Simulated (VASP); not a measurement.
# KCl (I4/mmm) in VASP: a series of runs

KCl is run at these levels: PBE; tasks: single point.

Everything below comes from runs of VASP 6.6.1. Logs are shortened: lines on timing, memory, paths and dates and some standing lists are left out, and cuts for length are marked.

### Step 1. The cell of the first run

The structure is tetragonal, space group I4/mmm (No. 139). The conventional cell has a = 4.463 Å, b = 4.463 Å, c = 6.186 Å, α = 90.00°, β = 90.00°, γ = 90.00°. Within 4.1 Å of K (site symmetry 4/mmm) lie 6 Cl at 3.09 to 3.16 Å. Cl (site symmetry 4/mmm) has 6 K at 3.09 to 3.16 Å within 4.1 Å.

### Step 2. Single point, PBE (strain -0.0200 x Voigt [0, 0, 1, 0, 0, 0])

INCAR reads:

```
SYSTEM = KCl
PREC = Accurate ; ENCUT = 520
EDIFF = 1E-6 ; ISMEAR = 0
SIGMA = 0.05 ; LREAL = .False.
LASPH = .True. ; NELM = 80
ALGO = Normal ; ISIF = 2
LWAVE = .False. ; LCHARG = .False.
GGA = PE ; NBANDS = 15
```

KPOINTS reads:

```
regular mesh
0
Gamma
  6 6 6
  0 0 0
```

POSCAR reads:

```
KCl
1.0
    0.0000000000      3.1561000000      3.0929780000
    3.1561000000      0.0000000000      3.0929780000
    3.1561000000      3.1561000000      0.0000000000
K Cl
1 1
Direct
    0.0000000000      0.0000000000      0.0000000000
    0.5000000000      0.5000000000      0.5000000000
```

Potentials or basis: VASP PAW PBE potentials, release 64 (K_sv, Cl).

Command:

```bash
cat potpaw_PBE.64/K_sv/POTCAR potpaw_PBE.64/Cl/POTCAR > POTCAR
mpirun -np 1 vasp_std > vasp.out
```

OUTCAR:

```text
SYSTEM = KCl
   PREC = Accurate
   ENCUT = 520
   EDIFF = 1E-6
   ISMEAR = 0
   LREAL = .False.
   LASPH = .True.
   NELM = 80
   ISIF = 2
   GGA = PE

 ion  position               nearest neighbor table
   1  0.000  0.000  0.000-   2 3.09   2 3.09   2 3.16   2 3.16   2 3.16   2 3.16
   2  0.500  0.500  0.500-   1 3.09   1 3.09   1 3.16   1 3.16   1 3.16   1 3.16

  LATTYP: Found a body centered tetragonal cell.
 ALAT       =     4.4633994242
 C/A-ratio  =     1.3859292911

  Lattice vectors:

 A1 = (   0.0000000000,  -3.1561000000,  -3.0929780000)
 A2 = (   0.0000000000,   3.1561000000,  -3.0929780000)
 A3 = (   3.1561000000,   0.0000000000,   3.0929780000)

Analysis of symmetry for initial positions (statically):
=====================================================================
 Subroutine PRICEL returns:
 Original cell was already a primitive cell.

 Routine SETGRP: Setting up the symmetry group for a
 body centered tetragonal supercell.

 Subroutine GETGRP returns: Found 16 space group operations
 (whereof 16 operations were pure point group operations)
 out of a pool of 16 trial point group operations.

The static configuration has the point symmetry D_4h.

Analysis of symmetry for dynamics (positions and initial velocities):
=====================================================================
 Subroutine PRICEL returns:
 Original cell was already a primitive cell.

 Routine SETGRP: Setting up the symmetry group for a
 body centered tetragonal supercell.

 Subroutine GETGRP returns: Found 16 space group operations
 (whereof 16 operations were pure point group operations)
 out of a pool of 16 trial point group operations.

The dynamic configuration has the point symmetry D_4h.

 Subroutine INISYM returns: Found 16 space group operations
 (whereof 16 operations are pure point group operations),
 and found     1 'primitive' translations

----------------------------------------------------------------------------------------

                                     Primitive cell

  volume of cell :      61.6181

  direct lattice vectors                    reciprocal lattice vectors
     0.000000000  3.156100000  3.092978000    -0.158423371  0.158423371  0.161656501
     3.156100000  0.000000000  3.092978000     0.158423371 -0.158423371  0.161656501
     3.156100000  3.156100000  0.000000000     0.158423371  0.158423371 -0.161656501

  length of vectors
     4.418990848  4.418990848  4.463399424     0.276276588  0.276276588  0.276276588

  position of ions in fractional coordinates (direct lattice)
     0.000000000  0.000000000  0.000000000
     0.500000000  0.500000000  0.500000000

  ion indices of the primitive-cell ions
   primitive index   ion index
                 1           1
                 2           2

----------------------------------------------------------------------------------------

 KPOINTS: regular mesh

Automatic generation of k-mesh.
 Grid dimensions read from file:
 generate k-points for:    6    6    6

 Generating k-lattice:

  Cartesian coordinates                     Fractional coordinates (reciprocal lattice)
    -0.026403895  0.026403895  0.026942750     0.166666667  0.000000000  0.000000000
     0.026403895 -0.026403895  0.026942750     0.000000000  0.166666667  0.000000000
     0.026403895  0.026403895 -0.026942750     0.000000000  0.000000000  0.166666667

  Length of vectors
     0.046046098  0.046046098  0.046046098

  Shift w.r.t. Gamma in fractional coordinates (k-lattice)
     0.000000000  0.000000000  0.000000000

 Subroutine IBZKPT returns following result:
 ===========================================

 Found     30 irreducible k-points:

 Following reciprocal coordinates:
            Coordinates               Weight
  0.000000  0.000000  0.000000      1.000000
  0.166667 -0.000000  0.000000      8.000000
  0.333333 -0.000000  0.000000      8.000000
  0.500000  0.000000  0.000000      4.000000
  0.166667  0.166667  0.000000      2.000000
  0.333333  0.166667  0.000000      8.000000
[... 16 lines left out ...]
  0.333333  0.000000  0.333333      4.000000
  0.500000  0.000000  0.333333     16.000000
 [... further k-points ...]
   k-points           NKPTS =     30   k-points in BZ     NKDIM =     30   number of bands    NBANDS=     15
   number of dos      NEDOS =    301   number of ions     NIONS =      2
   total plane-waves  NPLWV =  46656
   dimension x,y,z NGX =    36 NGY =   36 NGZ =   36
   dimension x,y,z NGXF=    72 NGYF=   72 NGZF=   72
   ions per type =               1   1
   NGX,Y,Z   is equivalent  to a cutoff of  13.54, 13.54, 13.41 a.u.
   NGXF,Y,Z  is equivalent  to a cutoff of  27.09, 27.09, 26.82 a.u.
 SYSTEM =  KCl
   PREC   = accura    normal or accurate (medium, high low for compatibility)
   ISTART =      0    job   : 0-new  1-cont  2-samecut
   ICHARG =      2    charge: 1-file 2-atom 10-const
   ISPIN  =      1    spin polarized calculation?
   LNONCOLLINEAR =      F non collinear calculations
   LSORBIT =      F    spin-orbit coupling
   LASPH  =      T    aspherical Exc in radial PAW
   ENCUT  =  520.0 eV  38.22 Ry    6.18 a.u.   8.22  8.22  8.30*2*pi/ulx,y,z
   NELM   =     80;   NELMIN=  2; NELMDL= -5     # of ELM steps
   EDIFF  = 0.1E-05   stopping-criterion for ELM
   LREAL  =      F    real-space projection
   EDIFFG = 0.1E-04   stopping-criterion for IOM
   NSW    =      0    number of steps for IOM
   IBRION =     -1    ionic relax: 0-MD 1-quasi-New 2-CG
   NFREE  =      0    steps in history (QN), initial steepest desc. (CG)
   ISIF   =      2    stress and relaxation
   ISYM   =      2    0-nonsym 1-usesym 2-fastsym
   POTIM  = 0.5000    time-step for ionic-motion
   TEBEG  =    0.0;   TEEND  =   0.0 temperature during run
   PSTRESS=    0.0 pullay stress
   NELECT =      16.0000    total number of electrons
   NUPDOWN=      -1.0000    fix difference up-down
   EMIN   =  10.00;   EMAX   =-10.00  energy-range for DOS
   EFERMI =   0.00;   METHOD = LEGACY
   ISMEAR =     0;   SIGMA  =   0.05  broadening in eV -4-tet -1-fermi 0-gaus
   EFERMI_NEDOS =   21; number of points for ismear=-14 and -15
   IALGO  =     38    algorithm
   IMIX   =      4    mixing-type and parameters
     AMIX     =   0.40;   BMIX     =  1.00
     AMIX_MAG =   1.60;   BMIX_MAG =  1.00
  volume/ion in A,a.u.               =      30.81       207.91
  Fermi-wavevector in a.u.,A,eV,Ry     =   1.044428  1.973684 14.841655  1.090831
  Thomas-Fermi vector in A             =   2.179181
   LORBIT       =      0    0 simple, 1 ext, 2 COOP (PROOUT), +10 PAW based schemes
   GGA     = PE    functional components
   LHFCALC =     F    Hartree Fock is set to
   AEXX    =    0.0000 exact exchange contribution
   IVDW    =     0    specifies the selected vdW correction
   LEPSILON=     F    determine dielectric tensor
   LRPA    =     F    only Hartree local field effects (RPA)
 non-spin polarized calculation
 Gauss-broadening in eV      SIGMA  =   0.05
  energy-cutoff  :      520.00
  volume of cell :       61.62
 maximum number of plane-waves:      1679
 NGX is ok and might be reduce to    36
   NGX = 17   NGY = 17   NGZ = 17

 number of electron      16.0000001 magnetization

 Free energy of the ion-electron system (eV)
  ---------------------------------------------------
  ext. energy  EPLUGINS =         0.00000000
  ---------------------------------------------------
  free energy    TOTEN  =        -6.79769017 eV

  energy without entropy =       -6.79769017  energy(sigma->0) =       -6.79769017

 E-fermi :  -1.5198     XC(G=0):  -7.5838

 val. band max:       -1.7875908456   @ k =   0.0000   0.0000   0.0000
 cond. band min:       3.4258353040   @ k =   0.0000   0.0000   0.0000
 fundamental gap:      5.2134261496
 Fermi energy:        -1.5197883196

 k-point     1 :       0.0000    0.0000    0.0000
  band No.  band energies     occupation
      1     -28.9680      2.00000
      2     -13.9286      2.00000
      3     -12.4294      2.00000
      4     -12.4294      2.00000
      5     -12.4293      2.00000
      6      -1.8026      2.00000
      7      -1.8026      2.00000
      8      -1.7876      2.00000
      9       3.4258      0.00000
     10       6.5472      0.00000
     11       6.5472      0.00000
     12       6.6758      0.00000
     13       7.4228      0.00000
     14       7.5238      0.00000
     15      11.2265      0.00000

 k-point     2 :       0.1667   -0.0000    0.0000
  band No.  band energies     occupation
      1     -28.9652      2.00000
      2     -13.9819      2.00000
      3     -12.4326      2.00000
      4     -12.4310      2.00000
      5     -12.3619      2.00000
      6      -2.1175      2.00000
      7      -1.8896      2.00000
      8      -1.8822      2.00000
      9       4.0665      0.00000
     10       6.4186      0.00000
     11       6.9000      0.00000
     12       6.9785      0.00000
     13       7.7966      0.00000
     14       7.9094      0.00000
     15      12.1383      0.00000

 k-point     3 :       0.3333   -0.0000    0.0000
  band No.  band energies     occupation
      1     -28.9595      2.00000
      2     -14.0772      2.00000
      3     -12.4390      2.00000
      4     -12.4343      2.00000
      5     -12.2375      2.00000
      6      -2.6442      2.00000
      7      -2.0539      2.00000
      8      -2.0515      2.00000
      9       5.2963      0.00000
     10       6.4980      0.00000
     11       7.8562      0.00000
     12       7.9101      0.00000
     13       8.7417      0.00000
     14       8.8869      0.00000
     15      11.1041      0.00000
[... 343 lines left out ...]
 k-point    23 :       0.3333    0.0000    0.3333
  band No.  band energies     occupation
      1     -28.9573      2.00000
      2     -13.9260      2.00000
      3     -12.4743      2.00000
      4     -12.4684      2.00000
      5     -12.4302      2.00000
      6      -2.5151      2.00000
      7      -1.9743      2.00000
      8      -1.9695      2.00000
      9       5.0625      0.00000
     10       5.6238      0.00000
     11       8.1746      0.00000
     12       8.8321      0.00000
     13       8.9766      0.00000
     14       9.0281      0.00000
     15       9.9836      0.00000

 k-point    24 :       0.5000    0.0000    0.3333
  band No.  band energies     occupation
      1     -28.9546      2.00000
      2     -13.9124      2.00000
      3     -12.5306      2.00000
      4     -12.4733      2.00000
      5     -12.4103      2.00000
      6      -2.4824      2.00000
      7      -2.1566      2.00000
      8      -2.0441      2.00000
      9       5.1818      0.00000
     10       6.6231      0.00000
     11       8.1184      0.00000
     12       8.6895      0.00000
     13       8.8557      0.00000
     14       9.5957      0.00000
     15      10.0750      0.00000

 [... further k-points ...]
[... 5 lines left out ...]
  --------------------------------------------------------------------------------------
  -------------------------------------------------------------------------------------
  Total        0.2884428      0.2884428      0.6167693      0.0000000      0.0000000      0.0000000
  in kB        7.5000111      7.5000111     16.0370687      0.0000000      0.0000000      0.0000000
  external PRESSURE =      10.3456970 kB  Pullay stress =       0.0000000 kB

 VOLUME and BASIS-vectors are now :
 -----------------------------------------------------------------------------
  energy-cutoff  :      520.00
  volume of cell :       61.62
      direct lattice vectors                 reciprocal lattice vectors
     0.000000000  3.156100000  3.092978000    -0.158423371  0.158423371  0.161656501
     3.156100000  0.000000000  3.092978000     0.158423371 -0.158423371  0.161656501
     3.156100000  3.156100000  0.000000000     0.158423371  0.158423371 -0.161656501

 POSITION                                       TOTAL-FORCE (eV/Angst)
 -----------------------------------------------------------------------------------
      0.00000      0.00000      0.00000         0.000000      0.000000      0.000000
      3.15610      3.15610      3.09298        -0.000000     -0.000000      0.000000
 -----------------------------------------------------------------------------------
    total drift:                                0.000000      0.000000      0.000000

  FREE ENERGIE OF THE ION-ELECTRON SYSTEM (eV)
  ---------------------------------------------------
  free  energy   TOTEN  =        -6.7976901734 eV

  energy  without entropy=       -6.7976901734  energy(sigma->0) =       -6.79769017
```

Run time: 67 s. Hardware: 1 thread of AMD EPYC, shared host; peak memory 0.17 GiB.

What came out:

```
Free energy            : -6.7977 eV
Pressure               : 1.0 GPa
Band gap on the k mesh : 5.21 eV, direct
```

Stress tensor (GPa, compression positive):
```
0.75 0.00 0.00
0.00 0.75 0.00
0.00 0.00 1.60
```

Caveat: the cell differs from its parent crystal (strain -0.0200 x Voigt [0, 0, 1, 0, 0, 0]).

[end of part 1 of 2]
